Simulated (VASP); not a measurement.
Set up this calculation in VASP 6.6.1, as the native input.

```yaml
Task: single point
Functional: PBE
Potentials_or_basis: VASP PAW PBE potentials, release 64 (Hf_pv, O)
Cutoff: 520 eV
k_mesh: 6 × 6 × 8
Occupations: gaussian, width 0.05 eV
Spin: no spin polarisation
Dipole_correction: no
Further_INCAR_settings: ALGO = Normal; EDIFF = 1e-06; NBANDS = 31
```

The structure of HfO2 lies in POSCAR:

```
HfO2
1.0
    4.8812946518      0.0000000000      0.0000000000
    0.0000000000      4.8812946518      0.0000000000
    0.0000000000      0.0000000000      3.2380276120
Hf O
2 4
Direct
   -0.0999537446     -0.0999537446      0.0000000000
    0.5000000000      0.5000000000      0.5000000000
    0.1948368017      0.8051631983      0.5000000000
    0.3051631983      0.3051631983      0.0000000000
    0.6948368017      0.6948368017      0.0000000000
    0.8051631983      0.1948368017      0.5000000000
```

This cell differs from its parent crystal: atom 1 (Hf) moved by -0.690 Å along [1 1 0] and +0.000 Å along [0 0 1].

The input as run:

INCAR

```
SYSTEM = HfO2
PREC     = Accurate       ! precision mode
ENCUT    = 520            ! plane-wave cutoff, eV
EDIFF    = 1E-6           ! SCF threshold, eV
ISMEAR   = 0              ! smearing method
SIGMA    = 0.05           ! smearing width, eV
LREAL    = .FALSE.        ! projectors in reciprocal space
LASPH    = .TRUE.         ! aspherical terms in the spheres
NELM     = 80             ! most SCF steps
ALGO     = Normal         ! electronic algorithm
ISIF     = 2              ! what is computed and relaxed
LWAVE    = .FALSE.        ! write WAVECAR
LCHARG   = .FALSE.        ! write CHGCAR
GGA      = PE             ! functional
NBANDS   = 31             ! bands
```

KPOINTS

```
regular mesh
0
G
  6 6 8
  0 0 0
```

Potentials or basis: VASP PAW PBE potentials, release 64 (Hf_pv, O).

Launch:

```console
$ cat potpaw_PBE.64/Hf_pv/POTCAR potpaw_PBE.64/O/POTCAR > POTCAR
$ mpirun -np 1 vasp_std > vasp.out
```

It gave:

```json
{
 "Pressure": "47.7 GPa",
 "Largest force": "57.153 eV/Å",
 "Band gap on the k mesh": "1.24 eV"
}
```

Caveat: the cell differs from its parent crystal (atom 1 (Hf) moved by -0.690 Å along [1 1 0] and +0.000 Å along [0 0 1]); atoms lie so close that the PAW spheres overlap strongly, which falsifies energies and pressures; the stress differs along the axes, from 1 to 71 GPa; spin-orbit coupling is left out, which moves the levels of the heavy elements; forces of over 1 eV/Å act on the atoms, so gaps and moduli don't describe the material at rest.

Run time: 120 s on 1 thread of Intel Xeon 8259CL, with other jobs on the host, peak memory 0.26 GiB.
